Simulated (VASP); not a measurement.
A run of VASP 6.6.1 is set up as follows.

Contents of INCAR:

```
  PREC = Accurate
  ENCUT = 600
  EDIFF = 1E-6
  ISMEAR = 0
  SIGMA = 0.1
  LREAL = False
  LASPH = True
  NELM = 60
  ALGO = Normal
  ISIF = 3
  LWAVE = False
  LCHARG = False
  GGA = PE
  IBRION = 2
  NSW = 100
  EDIFFG = -0.01
```

File KPOINTS:

```
regular mesh
0
Gamma
  6 6 10
```

File POSCAR:

```
Zn2Si3N3
1.0
    6.5090487390      0.0000000000      0.0000000000
   -3.2545243695      5.6370015624      0.0000000000
    0.0000000000      0.0000000000      2.8836313600
Zn Si N
2 3 3
Direct
    0.3333333333      0.6666666667      0.0000000000
    0.6666666667      0.3333333333      0.0000000000
    0.0000000000      0.7912443976      0.5000000000
    0.7912443976      0.0000000000      0.5000000000
    0.2087556024      0.2087556024      0.5000000000
    0.0000000000      0.6269966029      0.0000000000
    0.6269966029      0.0000000000      0.0000000000
    0.3730033971      0.3730033971      0.0000000000
```

Potentials or basis: VASP PAW PBE potentials, release 64 (Zn, Si, N).

Launch:

```bash
$ cat potpaw_PBE.64/Zn/POTCAR potpaw_PBE.64/Si/POTCAR potpaw_PBE.64/N/POTCAR > POTCAR
$ mpirun -np 1 vasp_std > vasp.out
```

Task: What does it give for the relaxed volume?

Result: 13.26 Å³/atom.

Task: What does it give for the space group after relaxing (to 0.1 Å)?

Result: P-62m (No. 189).

Task: What does it give for the relaxed cell?

Result: a = 6.507 Å, b = 6.507 Å, c = 2.894 Å, α = 90.00°, β = 90.00°, γ = 120.00°.

Task: Estimate the band gap on the k mesh.

Result: Zero (an odd number of electrons rules out a gap without spin polarisation).

Forces in eV/Å, atoms in the order of the input:
```
Zn   0.000  0.000  0.000
Zn   0.000  0.000  0.000
Si  -0.001  0.001  0.000
Si   0.002  0.000  0.000
Si  -0.001 -0.001  0.000
N   -0.004  0.008  0.000
N    0.009  0.000  0.000
N   -0.004 -0.008  0.000
```
